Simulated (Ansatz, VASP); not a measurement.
**HC4: VASP beside Ansatz**

INCAR

```
PREC = Accurate
ENCUT = 520
EDIFF = 1E-7
ISMEAR = 0
SIGMA = 0.1
LREAL = F
LASPH = T
NELM = 80
ALGO = Normal
ISIF = 2
LWAVE = F
LCHARG = F
LDIPOL = T
IDIPOL = 3
DIPOL = 0.5 0.5 0.241
GGA = PE
IVDW = 12
NBANDS = 28
```

KPOINTS

```
regular mesh
0
Gamma
  6 6 1
```

Contents of POSCAR:

```
HC4
1.0
    4.9314011428      0.0000000001      0.0000000000
   -2.4657005715      4.2707186659      0.0000000000
    0.0000000000      0.0000000000     18.0000000000
C H
8 2
Direct
    0.1666666667      0.3333333333      0.2222222222
    0.1666666667      0.8333333333      0.2222222222
    0.6666666667      0.3333333333      0.2222222222
    0.6666666667      0.8333333333      0.2222222222
    0.3333333333      0.1666666667      0.2222222222
    0.3333333333      0.6666666667      0.2222222222
    0.8333333333      0.1666666667      0.2222222222
    0.8333333333      0.6666666667      0.2222222222
    0.1739562988      0.1739571079      0.3183333333
    0.3260437012      0.3260428921      0.3183333333
```

Input for Ansatz:

```yaml
crystal:
  lattice:
    - [4.9314011428, 1.0e-10, 0.0]
    - [-2.4657005715, 4.2707186659, 0.0]
    - [0.0, 0.0, 18.0]
  atoms:
    - { symbol: C, position: [0.1666666667, 0.3333333333, 0.2222222222] }
    - { symbol: C, position: [0.1666666667, 0.8333333333, 0.2222222222] }
    - { symbol: C, position: [0.6666666667, 0.3333333333, 0.2222222222] }
    - { symbol: C, position: [0.6666666667, 0.8333333333, 0.2222222222] }
    - { symbol: C, position: [0.3333333333, 0.1666666667, 0.2222222222] }
    - { symbol: C, position: [0.3333333333, 0.6666666667, 0.2222222222] }
    - { symbol: C, position: [0.8333333333, 0.1666666667, 0.2222222222] }
    - { symbol: C, position: [0.8333333333, 0.6666666667, 0.2222222222] }
    - { symbol: H, position: [0.1739562988, 0.1739571079, 0.3183333333] }
    - { symbol: H, position: [0.3260437012, 0.3260428921, 0.3183333333] }
basis:
  ecutwfc: 420
kpoints:
  mp_grid: { grid: [6, 6, 1] }
hamiltonian:
  xc: pbe
  pseudopotentials: { kind: paw, azcp: { folder: soft_1 } }
  dispersion: d3bj
scf:
  occupations: { method: gaussian, width: 0.1 }
output:
  forces: true
  eigenvalues: true
efield:
  axis: 3
  dipole_correction: true
  ramp_width: 0.04
```

Alike in both runs: task single point; functional PBE; dispersion D3(BJ); k mesh 6 × 6 × 1; occupations gaussian, width 0.1 eV; no spin polarisation.

|  | VASP | Ansatz |
| --- | --- | --- |
| version | VASP 6.6.1 | Ansatz 0.2.0 |
| potentials or method | VASP PAW PBE potentials, release 64 (C, H), cutoff 520 eV | scalar-relativistic, plane waves, PAW |
| valence electrons in the cell | 34 | 34 |

VASP gave:

| Item | Value |
| --- | --- |
| gap on the k mesh at the Fermi level (eV) | 0.26 |
| least direct gap on the mesh (eV) | 0.26 |
| rms of the force components (eV/Å) | 0.837 |

**Question.** What did Ansatz give for the same quantities?

**Answer.** gap on the k mesh at the Fermi level (eV): 0.26; least direct gap on the mesh (eV): 0.26; rms of the force components (eV/Å): 0.836.

Atom by atom the forces differ by 0.007 eV/Å (rms over components). Ansatz's warnings: structure snapped to symmetry.
